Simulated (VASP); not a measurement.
# Bi6Te (P-31m) in VASP: single point with PBE

Aim: the single point of Bi6Te with PBE.

Program: VASP 6.6.1. These are calculated values, not measurements. Logs are shortened: lines on timing, memory, paths and dates and some standing lists are left out, and cuts for length are marked.

### Step 1. The cell of the first run

Symmetry: P-31m, No. 162, trigonal system. The conventional cell has a = 6.678 Å, b = 6.678 Å, c = 6.357 Å, α = 90.00°, β = 90.00°, γ = 120.00°. Within 4.2 Å of Bi (site symmetry m) lie 8 Bi at 3.10 to 4.13 Å and 2 Te at 3.23 to 4.08 Å. Te (site symmetry -3m) has 12 Bi at 3.23 to 4.08 Å within 4.3 Å.

The cell was built from a structure type or drawn by symmetry, and may not be a known phase.

### Step 2. Single point, PBE

Contents of INCAR:

```
SYSTEM = Bi6Te
  ALGO = Fast
  EDIFF = 1E-7
  ENCUT = 520
  GGA = PE
  ISIF = 2
  ISMEAR = 0
  LASPH = .TRUE.
  LCHARG = .FALSE.
  LREAL = .FALSE.
  LWAVE = .FALSE.
  NBANDS = 57
  NELM = 80
  PREC = Accurate
  SIGMA = 0.2
```

Contents of KPOINTS:

```
k-points
0
G
  3 3 3
  0 0 0
```

Contents of POSCAR:

```
Bi6Te
1.0
    6.6782631042      0.0000000000      0.0000000000
   -3.3391315521      5.7835455014      0.0000000000
    0.0000000000      0.0000000000      6.3573819906
Bi Te
6 1
Direct
    0.4307089979      0.0000000000      0.2327227680
    0.0000000000      0.4307089979      0.2327227680
    0.5692910021      0.5692910021      0.2327227680
    0.0000000000      0.5692910021      0.7672772320
    0.5692910021      0.0000000000      0.7672772320
    0.4307089979      0.4307089979      0.7672772320
    0.0000000000      0.0000000000      0.0000000000
```

Potentials or basis: VASP PAW PBE potentials, release 64 (Bi_d, Te).

Command:

```console
cat potpaw_PBE.64/Bi_d/POTCAR potpaw_PBE.64/Te/POTCAR > POTCAR
mpirun -np 1 vasp_std > vasp.out
```

OUTCAR:

```text
SYSTEM = Bi6Te
   EDIFF = 1E-7
   ENCUT = 520
   GGA = PE
   ISIF = 2
   ISMEAR = 0
   LASPH = .TRUE.
   LREAL = .FALSE.
   NELM = 80
   PREC = Accurate

 ion  position               nearest neighbor table
   1  0.431  0.000  0.233-   5 3.10   7 3.23   2 3.43   3 3.43   3 3.43   2 3.43   5 3.52
   2  0.000  0.431  0.233-   4 3.10   7 3.23   3 3.43   3 3.43   1 3.43   1 3.43   4 3.52
   3  0.569  0.569  0.233-   6 3.10   7 3.23   2 3.43   2 3.43   1 3.43   1 3.43   6 3.52
   4  0.000  0.569  0.767-   2 3.10   7 3.23   6 3.43   6 3.43   5 3.43   5 3.43   2 3.52
   5  0.569  0.000  0.767-   1 3.10   7 3.23   6 3.43   4 3.43   6 3.43   4 3.43   1 3.52
   6  0.431  0.431  0.767-   3 3.10   7 3.23   4 3.43   4 3.43   5 3.43   5 3.43   3 3.52
   7  0.000  0.000  0.000-   1 3.23   5 3.23   3 3.23   4 3.23   2 3.23   6 3.23

  LATTYP: Found a hexagonal cell.
 ALAT       =     6.6782631042
 C/A-ratio  =     0.9519514118

  Lattice vectors:

 A1 = (   6.6782631042,   0.0000000000,   0.0000000000)
 A2 = (  -3.3391315521,   5.7835455014,   0.0000000000)
 A3 = (   0.0000000000,   0.0000000000,   6.3573819906)

Analysis of symmetry for initial positions (statically):
=====================================================================
 Subroutine PRICEL returns:
 Original cell was already a primitive cell.

 Routine SETGRP: Setting up the symmetry group for a
 hexagonal supercell.

 Subroutine GETGRP returns: Found 12 space group operations
 (whereof 12 operations were pure point group operations)
 out of a pool of 24 trial point group operations.

The static configuration has the point symmetry D_3d.

Analysis of symmetry for dynamics (positions and initial velocities):
=====================================================================
 Subroutine PRICEL returns:
 Original cell was already a primitive cell.

 Routine SETGRP: Setting up the symmetry group for a
 hexagonal supercell.

 Subroutine GETGRP returns: Found 12 space group operations
 (whereof 12 operations were pure point group operations)
 out of a pool of 24 trial point group operations.

The dynamic configuration has the point symmetry D_3d.

 Subroutine INISYM returns: Found 12 space group operations
 (whereof 12 operations are pure point group operations),
 and found     1 'primitive' translations

----------------------------------------------------------------------------------------

                                     Primitive cell

  volume of cell :     245.5478

  direct lattice vectors                    reciprocal lattice vectors
     6.678263104  0.000000000  0.000000000     0.149739533  0.086452160  0.000000000
    -3.339131552  5.783545501  0.000000000     0.000000000  0.172904320  0.000000000
     0.000000000  0.000000000  6.357381991     0.000000000  0.000000000  0.157297454

  length of vectors
     6.678263104  6.678263104  6.357381991     0.172904320  0.172904320  0.157297454

  position of ions in fractional coordinates (direct lattice)
     0.430708998  0.000000000  0.232722768
     0.000000000  0.430708998  0.232722768
     0.569291002  0.569291002  0.232722768
     0.000000000  0.569291002  0.767277232
     0.569291002  0.000000000  0.767277232
     0.430708998  0.430708998  0.767277232
     0.000000000  0.000000000  0.000000000

  ion indices of the primitive-cell ions
   primitive index   ion index
                 1           1
                 2           2
                 3           3
                 4           4
                 5           5
                 6           6
                 7           7

----------------------------------------------------------------------------------------

 KPOINTS: k-points

Automatic generation of k-mesh.
 Grid dimensions read from file:
 generate k-points for:    3    3    3

 Generating k-lattice:

  Cartesian coordinates                     Fractional coordinates (reciprocal lattice)
     0.049913178  0.028817387  0.000000000     0.333333333  0.000000000  0.000000000
     0.000000000  0.057634773  0.000000000     0.000000000  0.333333333  0.000000000
     0.000000000  0.000000000  0.052432485     0.000000000  0.000000000  0.333333333

  Length of vectors
     0.057634773  0.057634773  0.052432485

  Shift w.r.t. Gamma in fractional coordinates (k-lattice)
     0.000000000  0.000000000  0.000000000

 Subroutine IBZKPT returns following result:
 ===========================================

 Found      7 irreducible k-points:

 Following reciprocal coordinates:
            Coordinates               Weight
  0.000000  0.000000  0.000000      1.000000
  0.333333  0.000000  0.000000      6.000000
  0.333333  0.333333  0.000000      2.000000
  0.000000  0.000000  0.333333      2.000000
  0.333333  0.000000  0.333333     12.000000
  0.333333  0.333333  0.333333      2.000000
 -0.333333 -0.333333  0.333333      2.000000
   k-points           NKPTS =      7   k-points in BZ     NKDIM =      7   number of bands    NBANDS=     57
   number of dos      NEDOS =    301   number of ions     NIONS =      7
   total plane-waves  NPLWV = 120000
   dimension x,y,z NGX =    50 NGY =   50 NGZ =   48
   dimension x,y,z NGXF=   100 NGYF=  100 NGZF=   96
   ions per type =               6   1
   NGX,Y,Z   is equivalent  to a cutoff of  12.45, 12.45, 12.55 a.u.
   NGXF,Y,Z  is equivalent  to a cutoff of  24.89, 24.89, 25.10 a.u.
 SYSTEM =  Bi6Te
   PREC   = accura    normal or accurate (medium, high low for compatibility)
   ISTART =      0    job   : 0-new  1-cont  2-samecut
   ICHARG =      2    charge: 1-file 2-atom 10-const
   ISPIN  =      1    spin polarized calculation?
   LNONCOLLINEAR =      F non collinear calculations
   LSORBIT =      F    spin-orbit coupling
   LASPH  =      T    aspherical Exc in radial PAW
   ENCUT  =  520.0 eV  38.22 Ry    6.18 a.u.  12.42 12.42 11.82*2*pi/ulx,y,z
   NELM   =     80;   NELMIN=  2; NELMDL= -5     # of ELM steps
   EDIFF  = 0.1E-06   stopping-criterion for ELM
   LREAL  =      F    real-space projection
   EDIFFG = 0.1E-05   stopping-criterion for IOM
   NSW    =      0    number of steps for IOM
   IBRION =     -1    ionic relax: 0-MD 1-quasi-New 2-CG
   NFREE  =      0    steps in history (QN), initial steepest desc. (CG)
   ISIF   =      2    stress and relaxation
   ISYM   =      2    0-nonsym 1-usesym 2-fastsym
   POTIM  = 0.5000    time-step for ionic-motion
   TEBEG  =    0.0;   TEEND  =   0.0 temperature during run
   PSTRESS=    0.0 pullay stress
   NELECT =      96.0000    total number of electrons
   NUPDOWN=      -1.0000    fix difference up-down
   EMIN   =  10.00;   EMAX   =-10.00  energy-range for DOS
   EFERMI =   0.00;   METHOD = LEGACY
   ISMEAR =     0;   SIGMA  =   0.20  broadening in eV -4-tet -1-fermi 0-gaus
   EFERMI_NEDOS =   21; number of points for ismear=-14 and -15
   IALGO  =     68    algorithm
   IMIX   =      4    mixing-type and parameters
     AMIX     =   0.40;   BMIX     =  1.00
     AMIX_MAG =   1.60;   BMIX_MAG =  1.00
  volume/ion in A,a.u.               =      35.08       236.72
  Fermi-wavevector in a.u.,A,eV,Ry     =   1.197071  2.262136 19.496863  1.432979
  Thomas-Fermi vector in A             =   2.332995
   LORBIT       =      0    0 simple, 1 ext, 2 COOP (PROOUT), +10 PAW based schemes
   GGA     = PE    functional components
   LHFCALC =     F    Hartree Fock is set to
   AEXX    =    0.0000 exact exchange contribution
   IVDW    =     0    specifies the selected vdW correction
   LEPSILON=     F    determine dielectric tensor
   LRPA    =     F    only Hartree local field effects (RPA)
 non-spin polarized calculation
 RMM-DIIS sequential band-by-band and
 Gauss-broadening in eV      SIGMA  =   0.20
  energy-cutoff  :      520.00
  volume of cell :      245.55
 maximum number of plane-waves:      6642
 NGX is ok and might be reduce to    50
   NGX = 25   NGY = 25   NGZ = 23

 number of electron      95.9999964 magnetization

 Free energy of the ion-electron system (eV)
  ---------------------------------------------------
  ext. energy  EPLUGINS =         0.00000000
  ---------------------------------------------------
  free energy    TOTEN  =       -26.09450855 eV

  energy without entropy =      -26.03670480  energy(sigma->0) =      -26.06560667

 E-fermi :   6.2925     XC(G=0):  -9.4493

 val. band max:        6.1961036949   @ k =   0.3333   0.3333   0.3333
 cond. band min:       6.3248999990   @ k =   0.0000   0.0000   0.0000
 fundamental gap:      0.1287963041
 Fermi energy:         6.2925214155

 k-point     1 :       0.0000    0.0000    0.0000
  band No.  band energies     occupation
      1     -16.6293      2.00000
      2     -16.5809      2.00000
      3     -16.5809      2.00000
      4     -16.5455      2.00000
      5     -16.5247      2.00000
      6     -16.5247      2.00000
[... 49 lines left out ...]
     56       9.8833      0.00000
     57      10.0311      0.00000

 k-point     2 :       0.3333    0.0000    0.0000
  band No.  band energies     occupation
      1     -16.6191      2.00000
      2     -16.5828      2.00000
      3     -16.5755      2.00000
      4     -16.5315      2.00000
      5     -16.5310      2.00000
      6     -16.5294      2.00000
[... 49 lines left out ...]
     56      10.0236      0.00000
     57      10.4417      0.00000

 k-point     3 :       0.3333    0.3333    0.0000
  band No.  band energies     occupation
      1     -16.6009      2.00000
      2     -16.6009      2.00000
      3     -16.5638      2.00000
      4     -16.5266      2.00000
      5     -16.5266      2.00000
      6     -16.5132      2.00000
[... 49 lines left out ...]
     56       9.2762      0.00000
     57       9.7455      0.00000

 k-point     4 :       0.0000    0.0000    0.3333
  band No.  band energies     occupation
      1     -16.6138      2.00000
      2     -16.5785      2.00000
      3     -16.5785      2.00000
      4     -16.5336      2.00000
      5     -16.5336      2.00000
      6     -16.5286      2.00000
[... 49 lines left out ...]
     56       9.8306      0.00000
     57      10.2719      0.00000

 k-point     5 :       0.3333    0.0000    0.3333
  band No.  band energies     occupation
      1     -16.6054      2.00000
      2     -16.5773      2.00000
      3     -16.5739      2.00000
      4     -16.5375      2.00000
      5     -16.5364      2.00000
      6     -16.5208      2.00000
[... 49 lines left out ...]
     56       9.1226      0.00000
     57       9.9680      0.00000

 k-point     6 :       0.3333    0.3333    0.3333
  band No.  band energies     occupation
      1     -16.5898      2.00000
      2     -16.5898      2.00000
      3     -16.5652      2.00000
      4     -16.5322      2.00000
      5     -16.5322      2.00000
      6     -16.5187      2.00000
[... 49 lines left out ...]
     56       9.1375      0.00000
     57       9.1448      0.00000

 k-point     7 :      -0.3333   -0.3333    0.3333
  band No.  band energies     occupation
      1     -16.5907      2.00000
      2     -16.5907      2.00000
      3     -16.5625      2.00000
      4     -16.5334      2.00000
      5     -16.5334      2.00000
      6     -16.5192      2.00000
[... 49 lines left out ...]
     56       8.7641      0.00000
     57       9.1802      0.00000

------------------------ aborting loop because EDIFF is reached ----------------------------------------

  FORCE on cell =-STRESS in cart. coord.  units (eV):
  Direction    XX          YY          ZZ          XY          YZ          ZX
  --------------------------------------------------------------------------------------
  -------------------------------------------------------------------------------------
  Total       -0.0705877     -0.0705877      0.1064708      0.0000000      0.0000000      0.0000000
  in kB       -0.4605784     -0.4605784      0.6947125      0.0000000      0.0000000      0.0000000
  external PRESSURE =      -0.0754814 kB  Pullay stress =       0.0000000 kB

 VOLUME and BASIS-vectors are now :
 -----------------------------------------------------------------------------
  energy-cutoff  :      520.00
  volume of cell :      245.55
      direct lattice vectors                 reciprocal lattice vectors
     6.678263104  0.000000000  0.000000000     0.149739533  0.086452160  0.000000000
    -3.339131552  5.783545501  0.000000000     0.000000000  0.172904320  0.000000000
     0.000000000  0.000000000  6.357381991     0.000000000  0.000000000  0.157297454

 POSITION                                       TOTAL-FORCE (eV/Angst)
 -----------------------------------------------------------------------------------
      2.87639      0.00000      1.47951        -0.012556      0.000000      0.005042
     -1.43819      2.49103      1.47951         0.006278     -0.010874      0.005042
      1.90094      3.29252      1.47951         0.006278      0.010874      0.005042
     -1.90094      3.29252      4.87787        -0.006278      0.010874     -0.005042
      3.80188      0.00000      4.87787         0.012556      0.000000     -0.005042
      1.43819      2.49103      4.87787        -0.006278     -0.010874     -0.005042
      0.00000      0.00000      0.00000         0.000000      0.000000     -0.000000
 -----------------------------------------------------------------------------------
    total drift:                               -0.000000      0.000000      0.000000

  FREE ENERGIE OF THE ION-ELECTRON SYSTEM (eV)
  ---------------------------------------------------
  free  energy   TOTEN  =       -26.0945085516 eV

  energy  without entropy=      -26.0367047967  energy(sigma->0) =      -26.06560667
```

It took 3.9 min on 1 thread of Intel Xeon Platinum 8488C (Sapphire Rapids), shared host; peak memory 0.37 GiB.

Results:

- Free energy: -26.0945 eV
- Pressure: 0.0 GPa
- Largest force: 0.014 eV/Å
- Band gap on the k mesh: zero (bands 48 and 49 overlap by 0.60 eV)

Forces in eV/Å, atoms in the order of the input:
```
Bi  -0.013  0.000  0.005
Bi   0.006 -0.011  0.005
Bi   0.006  0.011  0.005
Bi  -0.006  0.011 -0.005
Bi   0.013  0.000 -0.005
Bi  -0.006 -0.011 -0.005
Te   0.000  0.000  0.000
```

Stress tensor (GPa, compression positive):
```
-0.05  0.00  0.00
 0.00 -0.05  0.00
 0.00  0.00  0.07
```

Levels at points of the mesh, in eV from the Fermi level:
```tsv
k point	band 45	band 46	band 47	band 48	band 49	band 50	band 51	band 52
(0.00, 0.00, 0.00)	-2.15	-1.52	-1.52	0.03	0.03	1.77	2.54	3.18
```

Caveat: the k points lie up to 0.36 Å⁻¹ apart, too coarse for converged energies and pressures of a metal; spin-orbit coupling is left out, which moves the levels of the heavy elements.
